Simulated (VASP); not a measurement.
Here is a VASP 6.6.1 calculation.

INCAR

```
PREC = Accurate ; ENCUT = 500
EDIFF = 1E-6 ; ISMEAR = -1
SIGMA = 0.15 ; LREAL = F
LASPH = T ; NELM = 120
ALGO = Normal ; ISIF = 2
LWAVE = F ; LCHARG = T
GGA = PE ; LELF = T
LVHAR = T ; NBANDS = 16
GGA_COMPAT = F
```

File KPOINTS:

```
Automatic mesh
0
Gamma
  15 15 12
```

POSCAR

```
TiB2
1.0
    3.0326555061      0.0000000029      0.0000000000
   -1.5163277556      2.6263567077      0.0000000000
    0.0000000000      0.0000000000      3.2239777391
Ti B
1 2
Direct
    0.0000000000      0.0000000000      0.0000000000
    0.3333333333      0.6666666667      0.5000000000
    0.6666666667      0.3333333333      0.5000000000
```

Potentials or basis: VASP PAW PBE potentials, release 64 (Ti_sv, B).

Run with:

```console
$ cat potpaw_PBE.64/Ti_sv/POTCAR potpaw_PBE.64/B/POTCAR > POTCAR
$ mpirun -np 1 vasp_std > vasp.out
```

(1) What does it give for the band gap on the k mesh?

(2) Estimate the pressure.

## Answers

(1) zero (bands 9 and 10 overlap by 0.60 eV).

(2) 0.2 GPa.
